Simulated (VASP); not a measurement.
Wanted: the native input for a VASP 6.6.1 run.

| Quantity | Value |
| --- | --- |
| Task | single point |
| Functional | PBEsol |
| Potentials or basis | VASP PAW PBE potentials, release 64 (Ga_d, N) |
| Cutoff | 520 eV |
| k mesh | 14 × 14 × 14 |
| Occupations | gaussian, width 0.03 eV |
| Spin | no spin polarisation |
| Dipole correction | no |
| Further INCAR settings | ALGO = Normal; EDIFF = 1e-06; NBANDS = 16 |

The structure of GaN lies in POSCAR:

```
GaN
1.0
    0.0000000000      2.0071209000      2.1352350000
    2.1352350000      0.0000000000      2.1352350000
    2.1352350000      2.0071209000      0.0000000000
Ga N
1 1
Direct
    0.0000000000      0.0000000000      0.0000000000
    0.5000000000      0.5000000000      0.5000000000
```

This cell differs from its parent crystal: strain -0.0600 x Voigt [0, 1, 0, 0, 0, 0].

These files were run (other wordings do the same):

INCAR

```
PREC = Accurate
ENCUT = 520
EDIFF = 1E-6
ISMEAR = 0
SIGMA = 0.03
LREAL = F
LASPH = T
NELM = 100
ALGO = Normal
ISIF = 2
LWAVE = F
LCHARG = F
GGA = PS
NBANDS = 16
```

KPOINTS

```
regular mesh
0
Gamma
  14 14 14
```

Potentials or basis: VASP PAW PBE potentials, release 64 (Ga_d, N).

Run with:

```console
$ cat potpaw_PBE.64/Ga_d/POTCAR potpaw_PBE.64/N/POTCAR > POTCAR
$ mpirun -np 1 vasp_std > vasp.out
```

Results of the run:

```yaml
Pressure: 8.4 GPa
Band_gap_on_the_k_mesh: 0.33 eV (least direct gap 2.99 eV)
```

Caveat: the cell differs from its parent crystal (strain -0.0600 x Voigt [0, 1, 0, 0, 0, 0]); the cell stands under pressure; the PAW data sets were made with another functional, which shifts forces and pressure a little.

Wall time 83 s on 1 thread of Intel Xeon 8259CL, on a shared host, peak memory 0.2 GiB.
